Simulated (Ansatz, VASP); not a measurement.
Two plane-wave programs on Sr

Contents of INCAR:

```
SYSTEM = Sr
PREC = Accurate ; ENCUT = 520
EDIFF = 1E-6 ; ISMEAR = -1
SIGMA = 0.1 ; LREAL = .False.
LASPH = .True. ; NELM = 60
ALGO = Normal ; ISIF = 2
LWAVE = .False. ; LCHARG = .False.
GGA = RP ; NBANDS = 28
```

The input KPOINTS:

```
Automatic mesh
0
Gamma
  10 10 3
  0 0 0
```

The input POSCAR:

```
Sr
1.0
    4.2963985052      0.0000000000      0.0000000000
   -2.1481992526      3.7207902503      0.0000000000
    0.0000000000      0.0000000000     14.0649097063
Sr
4
Direct
    1.0000000000      1.0000000000      0.0000000000
    1.0000000000      1.0000000000      0.5000000000
    0.3333333333      0.6666666667      0.2500000000
    0.6666666667      0.3333333333      0.7500000000
```

Input for Ansatz:

```yaml
crystal:
  lattice:
    - [4.2963985052, 0.0, 0.0]
    - [-2.1481992526, 3.7207902503, 0.0]
    - [0.0, 0.0, 14.0649097063]
  atoms:
    - { symbol: Sr, position: [1.0, 1.0, 0.0] }
    - { symbol: Sr, position: [1.0, 1.0, 0.5] }
    - { symbol: Sr, position: [0.3333333333, 0.6666666667, 0.25] }
    - { symbol: Sr, position: [0.6666666667, 0.3333333333, 0.75] }
hamiltonian:
  xc: rpbe
  pseudopotentials:
    kind: paw
    azcp:
      Sr: "pseudopotentials/Sr.paw.azcp"
basis:
  ecutwfc: 420
  fft_grid_basis: typed
kpoints:
  mp_grid: { grid: [10, 10, 3], shift: [0, 0, 0] }
magnetization:
  spin_polarized: false
scf:
  occupations: { method: fermi_dirac, width: 0.1 }
  lower_state_search: "off"
output:
  stress: true
```

Alike in both runs: task single point; functional RPBE; k mesh 10 × 10 × 3; occupations fermi-dirac, width 0.1 eV; no spin polarisation.

|  | VASP | Ansatz |
| --- | --- | --- |
| version | VASP 6.6.1 | Ansatz 0.2.0 |
| potentials or method | VASP PAW PBE potentials, release 64 (Sr_sv), cutoff 520 eV | plane waves (420 eV) with PAW, scalar-relativistic |
| valence electrons in the cell | 40 | 40 |

|  | VASP | Ansatz | Ansatz less VASP |
| --- | --- | --- | --- |
| pressure (GPa) | 0.5 | 0.5 | -0.01 |

VASP's potentials were made for PBE, not for RPBE.
